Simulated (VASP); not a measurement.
# FeNiC6N6 (Fm-3m) in VASP: single point with PBE

Aim: the single point of FeNiC6N6 with PBE.

Program: VASP 6.6.1. These are calculated values, not measurements. Logs are shortened: lines on timing, memory, paths and dates and some standing lists are left out, and cuts for length are marked.

## Step 1: The cell of the first run

It takes space group Fm-3m (No. 225, cubic). The conventional cell has a = 10.231 Å, b = 10.231 Å, c = 10.231 Å, α = 90.00°, β = 90.00°, γ = 90.00°. Within 2.6 Å of Fe (site symmetry m-3m) lie 6 C at 1.94 Å. Ni (site symmetry m-3m) has 6 N at 2.01 Å within 2.7 Å. Within 1.6 Å of C (site symmetry 4mm) lie 1 N at 1.17 Å. N (site symmetry 4mm) has 1 C at 1.17 Å within 1.6 Å.

## Step 2: Single point, PBE, collinear spin, ferromagnetic start

Contents of INCAR:

```
PREC     = Accurate       # precision mode
ENCUT    = 520            # plane-wave cutoff, eV
EDIFF    = 1E-6           # SCF threshold, eV
ISMEAR   = 0              # smearing method
SIGMA    = 0.1            # smearing width, eV
LREAL    = False          # projectors in reciprocal space
LASPH    = True           # aspherical terms in the spheres
NELM     = 150            # most SCF steps
ALGO     = Normal         # electronic algorithm
ISIF     = 2              # what is computed and relaxed
LWAVE    = False          # write WAVECAR
LCHARG   = False          # write CHGCAR
ISPIN    = 2              # spin polarisation
MAGMOM   = 4 2 0 0 0 0 0 0 0 0 0 0 0 0 # initial moments
LORBIT   = 11             # projections on sites
LMAXMIX  = 4              # l up to which the mixer works
GGA      = PE             # functional
NBANDS   = 53             # bands
```

Contents of KPOINTS:

```
regular mesh
0
Gamma
  4 4 4
```

Contents of POSCAR:

```
FeNiC6N6
1.0
    0.0000000000      5.1155000000      5.1155000000
    5.1155000000      0.0000000000      5.1155000000
    5.1155000000      5.1155000000      0.0000000000
Fe Ni C N
1 1 6 6
Direct
    0.0000000000      0.0000000000      0.0000000000
    0.5000000000      0.5000000000      0.5000000000
    0.8105757000      0.1894243000      0.1894243000
    0.1894243000      0.8105757000      0.1894243000
    0.1894243000      0.1894243000      0.8105757000
    0.1894243000      0.8105757000      0.8105757000
    0.8105757000      0.1894243000      0.8105757000
    0.8105757000      0.8105757000      0.1894243000
    0.6962173800      0.3037826200      0.3037826200
    0.3037826200      0.6962173800      0.3037826200
    0.3037826200      0.3037826200      0.6962173800
    0.3037826200      0.6962173800      0.6962173800
    0.6962173800      0.3037826200      0.6962173800
    0.6962173800      0.6962173800      0.3037826200
```

Potentials or basis: VASP PAW PBE potentials, release 64 (Fe, Ni, C, N).

On the command line:

```
cat potpaw_PBE.64/Fe/POTCAR potpaw_PBE.64/Ni/POTCAR potpaw_PBE.64/C/POTCAR potpaw_PBE.64/N/POTCAR > POTCAR
mpirun -np 1 vasp_std > vasp.out
```

OUTCAR:

```text
PREC = Accurate
   ENCUT = 520
   EDIFF = 1E-6
   ISMEAR = 0
   LREAL = False
   LASPH = True
   NELM = 150
   ISIF = 2
   ISPIN = 2
   LORBIT = 11
   GGA = PE

 ion  position               nearest neighbor table
   1  0.000  0.000  0.000-   3 1.94   4 1.94   5 1.94   6 1.94   7 1.94   8 1.94
   2  0.500  0.500  0.500-   9 2.01  10 2.01  11 2.01  12 2.01  13 2.01  14 2.01
   3  0.811  0.189  0.189-   9 1.17   1 1.94
   4  0.189  0.811  0.189-  10 1.17   1 1.94
   5  0.189  0.189  0.811-  11 1.17   1 1.94
   6  0.189  0.811  0.811-  12 1.17   1 1.94
   7  0.811  0.189  0.811-  13 1.17   1 1.94
   8  0.811  0.811  0.189-  14 1.17   1 1.94
   9  0.696  0.304  0.304-   3 1.17   2 2.01
  10  0.304  0.696  0.304-   4 1.17   2 2.01
  11  0.304  0.304  0.696-   5 1.17   2 2.01
  12  0.304  0.696  0.696-   6 1.17   2 2.01
  13  0.696  0.304  0.696-   7 1.17   2 2.01
  14  0.696  0.696  0.304-   8 1.17   2 2.01

  LATTYP: Found a face centered cubic cell.
 ALAT       =    10.2310000000

  Lattice vectors:

 A1 = (   0.0000000000,   5.1155000000,   5.1155000000)
 A2 = (   5.1155000000,   0.0000000000,   5.1155000000)
 A3 = (   5.1155000000,   5.1155000000,   0.0000000000)

Analysis of symmetry for initial positions (statically):
=====================================================================
 Subroutine PRICEL returns:
 Original cell was already a primitive cell.

 Routine SETGRP: Setting up the symmetry group for a
 face centered cubic supercell.

 Subroutine GETGRP returns: Found 48 space group operations
 (whereof 48 operations were pure point group operations)
 out of a pool of 48 trial point group operations.

The static configuration has the point symmetry O_h .

Analysis of symmetry for dynamics (positions and initial velocities):
=====================================================================
 Subroutine PRICEL returns:
 Original cell was already a primitive cell.

 Routine SETGRP: Setting up the symmetry group for a
 face centered cubic supercell.

 Subroutine GETGRP returns: Found 48 space group operations
 (whereof 48 operations were pure point group operations)
 out of a pool of 48 trial point group operations.

[... 176 lines left out ...]

 spin component 1

 k-point     1 :       0.0000    0.0000    0.0000
  band No.  band energies     occupation
      1     -19.2006      1.00000
      2     -18.9207      1.00000
      3     -18.9207      1.00000
      4     -18.9207      1.00000
      5     -18.8324      1.00000
      6     -18.8324      1.00000
[... 397 lines left out ...]
     47       3.6187      0.00000
     48       3.8068      0.00000
 Fermi energy:        -2.3364121177

 spin component 2

 k-point     1 :       0.0000    0.0000    0.0000
  band No.  band energies     occupation
      1     -19.1041      1.00000
      2     -18.8249      1.00000
      3     -18.8249      1.00000
      4     -18.8249      1.00000
      5     -18.7338      1.00000
      6     -18.7338      1.00000
[... 397 lines left out ...]
     47       3.6428      0.00000
     48       3.8476      0.00000
 [bands above 48 left out]

------------------------ aborting loop because EDIFF is reached ----------------------------------------

  FORCE on cell =-STRESS in cart. coord.  units (eV):
  Direction    XX          YY          ZZ          XY          YZ          ZX
  --------------------------------------------------------------------------------------
  -------------------------------------------------------------------------------------
  Total       -3.2083875     -3.2083875     -3.2083875      0.0000000      0.0000000      0.0000000
  in kB      -19.2000844    -19.2000844    -19.2000844      0.0000000      0.0000000      0.0000000
  external PRESSURE =     -19.2000844 kB  Pullay stress =       0.0000000 kB

 VOLUME and BASIS-vectors are now :
 -----------------------------------------------------------------------------
  energy-cutoff  :      520.00
  volume of cell :      267.73
      direct lattice vectors                 reciprocal lattice vectors
     0.000000000  5.115500000  5.115500000    -0.097742156  0.097742156  0.097742156
     5.115500000  0.000000000  5.115500000     0.097742156 -0.097742156  0.097742156
     5.115500000  5.115500000  0.000000000     0.097742156  0.097742156 -0.097742156

 POSITION                                       TOTAL-FORCE (eV/Angst)
 -----------------------------------------------------------------------------------
      0.00000      0.00000      0.00000         0.000000      0.000000     -0.000000
      5.11550      5.11550      5.11550        -0.000000      0.000000     -0.000000
      1.93800      5.11550      5.11550        -0.166412      0.000000     -0.000000
      5.11550      1.93800      5.11550         0.000000     -0.166412     -0.000000
      5.11550      5.11550      1.93800         0.000000      0.000000     -0.166412
      8.29300      5.11550      5.11550         0.166412      0.000000     -0.000000
      5.11550      8.29300      5.11550         0.000000      0.166412     -0.000000
      5.11550      5.11550      8.29300         0.000000      0.000000      0.166412
      3.10800      5.11550      5.11550         0.088497      0.000000     -0.000000
      5.11550      3.10800      5.11550         0.000000      0.088497     -0.000000
      5.11550      5.11550      3.10800         0.000000      0.000000      0.088497
      7.12300      5.11550      5.11550        -0.088497      0.000000     -0.000000
      5.11550      7.12300      5.11550         0.000000     -0.088497     -0.000000
      5.11550      5.11550      7.12300         0.000000      0.000000     -0.088497
 -----------------------------------------------------------------------------------
    total drift:                               -0.000000     -0.000000      0.000000

  FREE ENERGIE OF THE ION-ELECTRON SYSTEM (eV)
  ---------------------------------------------------
  free  energy   TOTEN  =      -112.0608172830 eV

  energy  without entropy=     -111.9582465064  energy(sigma->0) =     -112.00953189

 total charge

# of ion       s       p       d       tot
------------------------------------------
    1        0.516   0.959   6.240   7.715
    2        0.386   0.590   8.075   9.051
    3        0.948   1.626   0.000   2.574
    4        0.948   1.626   0.000   2.574
    5        0.948   1.626   0.000   2.574
    6        0.948   1.626   0.000   2.574
    7        0.948   1.626   0.000   2.574
    8        0.948   1.626   0.000   2.574
    9        1.301   2.564   0.000   3.865
   10        1.301   2.564   0.000   3.865
   11        1.301   2.564   0.000   3.865
   12        1.301   2.564   0.000   3.865
   13        1.301   2.564   0.000   3.865
   14        1.301   2.564   0.000   3.865
--------------------------------------------------
tot         14.398  26.692  14.315  55.405

 magnetization (x)

# of ion       s       p       d       tot
------------------------------------------
    1        0.008   0.016   1.287   1.311
    2       -0.002  -0.004   1.235   1.228
    3       -0.002  -0.022   0.000  -0.024
    4       -0.002  -0.022   0.000  -0.024
    5       -0.002  -0.022   0.000  -0.024
    6       -0.002  -0.022   0.000  -0.024
    7       -0.002  -0.022   0.000  -0.024
    8       -0.002  -0.022   0.000  -0.024
    9        0.018   0.072   0.000   0.091
   10        0.018   0.072   0.000   0.091
   11        0.018   0.072   0.000   0.091
   12        0.018   0.072   0.000   0.091
   13        0.018   0.072   0.000   0.091
   14        0.018   0.072   0.000   0.091
--------------------------------------------------
tot          0.103   0.313   2.522   2.938
```

It took 12 min on 1 thread of Intel Xeon Platinum 8259CL at 2.50GHz (Skylake/Cascade Lake), shared host; peak memory 0.63 GiB.

What came out:

```yaml
Free_energy: -112.0608 eV
Pressure: -1.9 GPa
Largest_force: 0.166 eV/Å
Net_moment: 3.02 μB per cell
Site_moments: Fe +1.31; Ni +1.23; C -0.02; N +0.09 μB
Valence_electrons_inside_the_program's_atomic_spheres: Fe 7.71; Ni 9.05; C 2.57; N 3.87
```

Forces in eV/Å, atoms in the order of the input:
```
Fe   0.000  0.000  0.000
Ni   0.000  0.000  0.000
C   -0.166  0.000  0.000
C    0.000 -0.166  0.000
C    0.000  0.000 -0.166
C    0.166  0.000  0.000
C    0.000  0.166  0.000
C    0.000  0.000  0.166
N    0.088  0.000  0.000
N    0.000  0.088  0.000
N    0.000  0.000  0.088
N   -0.088  0.000  0.000
N    0.000 -0.088  0.000
N    0.000  0.000 -0.088
```

Caveat: only a ferromagnetic start was run, and an antiferromagnetic order may lie lower in energy. With open d or f shells a metallic result of PBE can be an artefact of self-interaction; +U or a hybrid may open a gap.
